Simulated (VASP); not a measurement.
# PbSe: single point with r2SCAN

Crystal: PbSe.

```
Pb Se
1.0
     0.00000    3.53499    2.29775
     3.53499    0.00000    2.29775
     3.53499    3.53499    0.00000
Pb Se
1 1
Direct
  0.00000 0.00000 0.00000
  0.50000 0.50000 0.50000
```

This cell differs from its parent crystal: ratio of the length along z to the lengths across it x 0.65, volume and fractional coordinates fixed.

```json
{"Program": "VASP 6.6.1", "Task": "single point", "Functional": "r2SCAN", "Potentials or basis": "VASP PAW PBE potentials, release 64 (Pb_d, Se)", "Cutoff": "520 eV", "k mesh": "10 × 10 × 10", "Occupations": "gaussian, width 0.05 eV", "Spin": "no spin polarisation", "Dipole correction": "no", "Further INCAR settings": "ALGO = Normal; EDIFF = 1e-07; NBANDS = 17"}
```

| Quantity | Value |
| --- | --- |
| Pressure | 28.0 GPa |
| Band gap on the k mesh | zero (bands 10 and 11 overlap by 1.42 eV) |

Stress tensor (GPa, compression positive):
```
-0.52  0.00  0.00
 0.00 -0.52  0.00
 0.00  0.00 85.10
```

Levels at points of the mesh, in eV from the Fermi level:
| k point | band 7 | band 8 | band 9 | band 10 | band 11 | band 12 | band 13 | band 14 |
| --- | --- | --- | --- | --- | --- | --- | --- | --- |
| (0.00, 0.00, 0.00) | -6.75 | -5.80 | -3.29 | -3.29 | 2.36 | 2.36 | 3.78 | 5.48 |
| (0.50, 0.00, 0.00) | -11.46 | -3.47 | -3.42 | -1.21 | -0.42 | 3.19 | 4.92 | 7.10 |
| (0.50, 0.50, 0.00) | -7.72 | -7.17 | -5.79 | -5.79 | 1.97 | 4.34 | 4.34 | 7.55 |
| (0.50, 0.00, 0.50) | -7.21 | -6.67 | -6.43 | -3.13 | 1.93 | 4.04 | 4.65 | 6.30 |

Run time: 14 min on 1 thread of Intel Xeon 8259CL (shared host), peak memory 0.27 GiB.

Caveat: the stress differs along the axes, from -1 to 85 GPa; the PAW data sets were made with another functional, which shifts forces and pressure a little; spin-orbit coupling is left out, which moves the levels of the heavy elements.
